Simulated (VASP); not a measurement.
Wanted: the native input for a VASP 6.6.1 run.

```yaml
Task: single point
Functional: PBEsol
Potentials_or_basis: VASP PAW PBE potentials, release 64 (Cu)
Cutoff: 520 eV
k_mesh: 22 × 22 × 22
Occupations: gaussian, width 0.15 eV
Spin: no spin polarisation
Dipole_correction: no
Further_INCAR_settings: ALGO = Normal; EDIFF = 1e-06; NBANDS = 12
```

The structure of Cu lies in POSCAR:

```
Cu
1.0
    0.0000000000      1.8346125000      1.8075000000
    1.8346125000      0.0000000000      1.8075000000
    1.8346125000      1.8346125000      0.0000000000
Cu
1
Direct
    0.0000000000      0.0000000000      0.0000000000
```

This cell differs from its parent crystal: strain +0.015 along x and y, +0.000 along z.

The input as run:

INCAR

```
PREC = Accurate ; ENCUT = 520
EDIFF = 1E-6 ; ISMEAR = 0
SIGMA = 0.15 ; LREAL = False
LASPH = True ; NELM = 80
ALGO = Normal ; ISIF = 2
LWAVE = False ; LCHARG = True
GGA = PS ; LELF = True
LVHAR = True ; NBANDS = 12
```

KPOINTS

```
regular mesh
0
Gamma
  22 22 22
```

Potentials or basis: VASP PAW PBE potentials, release 64 (Cu).

Run with:

```bash
$ cat potpaw_PBE.64/Cu/POTCAR > POTCAR
$ mpirun -np 1 vasp_std > vasp.out
```

Results of the run:

```yaml
Pressure: -9.5 GPa
```

Caveat: the cell differs from its parent crystal (strain +0.015 along x and y, +0.000 along z); the PAW data sets were made with another functional, which shifts forces and pressure a little.

Wall time 44 s on 1 thread of Intel(R) Xeon(R) 6975P-C (Granite Rapids), on a shared host, peak memory 0.23 GiB.
